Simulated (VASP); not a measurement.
A run of VASP 6.6.1:

File INCAR:

```
PREC = Accurate
ENCUT = 520
EDIFF = 1E-6
ISMEAR = 0
SIGMA = 0.1
LREAL = False
LASPH = True
NELM = 80
ALGO = Normal
ISIF = 2
LWAVE = False
LCHARG = False
GGA = PE
NBANDS = 36
```

The input KPOINTS:

```
regular mesh
0
Gamma
  6 6 4
```

File POSCAR:

```
C
1.0
    4.1103326100      0.0000000000      0.0000000000
   -2.0551663000      3.5596524600      0.0000000000
    0.0000000000      0.0000000000      4.4064807300
C
12
Direct
    0.0818387400      0.7224022000      0.9371510000
    0.2775978000      0.3594365400      0.6038176600
    0.6405634600      0.9181612600      0.2704843300
    0.9181612600      0.2775978000      0.4371510000
    0.7224022000      0.6405634600      0.1038176600
    0.3594365400      0.0818387400      0.7704843300
    0.0818387400      0.3594365400      0.8961823400
    0.6405634600      0.7224022000      0.5628490000
    0.2775978000      0.9181612600      0.2295156700
    0.9181612600      0.6405634600      0.3961823400
    0.3594365400      0.2775978000      0.0628490000
    0.7224022000      0.0818387400      0.7295156700
```

Potentials or basis: VASP PAW PBE potentials, release 64 (C).

Run with:

```sh
$ cat potpaw_PBE.64/C/POTCAR > POTCAR
$ mpirun -np 1 vasp_std > vasp.out
```

Hardware: 1 thread of Intel Xeon 8259CL (shared host).

Question: How long does it take, and how much memory?

Answer: Run time: 55 s on 1 thread of Intel Xeon 8259CL, with other jobs on the host, peak memory 0.19 GiB. Counts: scf iterations 13, k points 21.
